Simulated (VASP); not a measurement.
A run of VASP 6.6.1:

Contents of INCAR:

```
ALGO = Normal
EDIFF = 1E-7
ENCUT = 520
GGA = PE
ISIF = 2
ISMEAR = 0
LASPH = True
LCHARG = False
LREAL = False
LWAVE = False
NBANDS = 14
NELM = 60
PREC = Accurate
SIGMA = 0.1
```

File KPOINTS:

```
k-points
0
Gamma
  8 8 6
```

File POSCAR:

```
CoC
1.0
    2.4747527776      0.0000000000      0.0000000000
    0.0000000000      2.4747527776      0.0000000000
    0.0000000000      0.0000000000      2.5082324339
Co C
1 1
Direct
    0.5000000000      0.5000000000      0.5000000000
    0.0000000000      0.0000000000      0.0000000000
```

Potentials or basis: VASP PAW PBE potentials, release 64 (Co, C).

The run is started by

```bash
$ cat potpaw_PBE.64/Co/POTCAR potpaw_PBE.64/C/POTCAR > POTCAR
$ mpirun -np 1 vasp_std > vasp.out
```

Hardware: 1 thread of Intel(R) Xeon(R) 6975P-C (Granite Rapids) (shared host).

Task: Estimate the wall time of this run.

Result: Wall time 10 s on 1 thread of Intel(R) Xeon(R) 6975P-C (Granite Rapids) (shared host), peak memory 0.12 GiB. Counts: scf iterations 16, k points 60.
